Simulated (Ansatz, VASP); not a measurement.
## CsSnBr3: VASP beside Ansatz

```
CELL_PARAMETERS angstrom
5.84109 0.00000 0.00000
0.00000 5.84109 0.00000
0.00000 0.00000 5.84109
ATOMIC_POSITIONS crystal
Cs 0.00000 0.00000 0.00000
Sn 0.50000 0.50000 0.50000
Br 0.50000 0.00000 0.50000
Br 0.50000 0.50000 0.00000
Br 0.00000 0.50000 0.50000
```

Alike in both runs: task single point; functional PBE-based screened hybrid; k mesh 2 × 2 × 2; no spin polarisation.

|  | VASP | Ansatz |
| --- | --- | --- |
| version | VASP 6.6.1 | Ansatz 0.2.0 |
| potentials or method | VASP PAW PBE potentials, release 64 (Cs_sv, Sn_d, Br) | plane waves |
| plane-wave cutoff (eV) | 400 | 420 |
| occupations | gaussian, width 0.01 eV | fixed |
| valence electrons in the cell | 44 | 44 |

```csv
,VASP,Ansatz,Ansatz less VASP
gap on the k mesh at the Fermi level (eV),1.04,1.00,-0.034
pressure (GPa),1.8,1.9,+0.12
```

VASP's potentials were made for PBE, not for PBE-based screened hybrid. Ansatz's warnings: stress exchange threshold loose, stress scf threshold loose.

The k mesh is coarse, so the values compare programs but aren't converged. Neither program's run includes spin-orbit coupling.
